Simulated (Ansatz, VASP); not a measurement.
## SiW6: VASP beside Ansatz

INCAR

```
ALGO = Normal
DIPOL = 0.5 0.5 0.322
EDIFF = 1E-6
ENCUT = 520
GGA = PE
IDIPOL = 3
ISIF = 2
ISMEAR = 0
IVDW = 12
LASPH = T
LCHARG = F
LDIPOL = T
LREAL = F
LWAVE = F
NBANDS = 53
NELM = 80
PREC = Accurate
SIGMA = 0.1
```

The input KPOINTS:

```
k-points
0
Gamma
  6 6 1
```

File POSCAR:

```
SiW6
1.0
    4.4682526324      0.0000000000      0.0000000000
   -2.2341263162      3.8696202902      0.0000000000
    0.0000000000      0.0000000000     21.7259061349
W Si
6 1
Direct
    0.6666666667      0.3333333333      0.1841119986
    0.3333333333      0.6666666667      0.2260931360
    0.0000000000      0.0000000000      0.2680742733
    0.6666666667      0.3333333333      0.3070897866
    0.3333333333      0.6666666667      0.3466976876
    0.0000000000      0.0000000000      0.3832248047
    0.6666666667      0.3333333333      0.5397200035
```

Input for Ansatz:

```yaml
crystal:
  lattice:
    - [4.4682526324, 0.0, 0.0]
    - [-2.2341263162, 3.8696202902, 0.0]
    - [0.0, 0.0, 21.7259061349]
  atoms:
    - { symbol: W, position: [0.6666666667, 0.3333333333, 0.1841119986] }
    - { symbol: W, position: [0.3333333333, 0.6666666667, 0.226093136] }
    - { symbol: W, position: [0.0, 0.0, 0.2680742733] }
    - { symbol: W, position: [0.6666666667, 0.3333333333, 0.3070897866] }
    - { symbol: W, position: [0.3333333333, 0.6666666667, 0.3466976876] }
    - { symbol: W, position: [0.0, 0.0, 0.3832248047] }
    - { symbol: Si, position: [0.6666666667, 0.3333333333, 0.5397200035] }
basis:
  ecutwfc: 420
kpoints:
  mp_grid: { grid: [6, 6, 1] }
hamiltonian:
  xc: pbe
  pseudopotentials: { kind: paw, azcp: { folder: soft_1 } }
  dispersion: d3bj
scf:
  occupations: { method: gaussian, width: 0.1 }
output:
  forces: true
  eigenvalues: true
efield:
  axis: 3
  dipole_correction: true
  ramp_width: 0.04
```

Alike in both runs: task single point; functional PBE; dispersion D3(BJ); k mesh 6 × 6 × 1; occupations gaussian, width 0.1 eV; no spin polarisation.

|  | VASP | Ansatz |
| --- | --- | --- |
| version | VASP 6.6.1 | Ansatz 0.2.0 |
| potentials or method | VASP PAW PBE potentials, release 64 (W_sv, Si), cutoff 520 eV | scalar-relativistic, plane waves, PAW |
| valence electrons in the cell | 88 | 88 |

VASP gave:

* gap on the k mesh at the Fermi level (eV): none
* rms of the force components (eV/Å): 1.248

What did Ansatz give for the same quantities?

gap on the k mesh at the Fermi level (eV): none; rms of the force components (eV/Å): 1.238.

Atom by atom the forces differ by 0.021 eV/Å (rms over components). A gap of «none» marks a metal or a gap that the smearing closes. Ansatz's warnings: dispersion switch in reach, vacuum below fermi.

Neither program's run includes spin-orbit coupling.
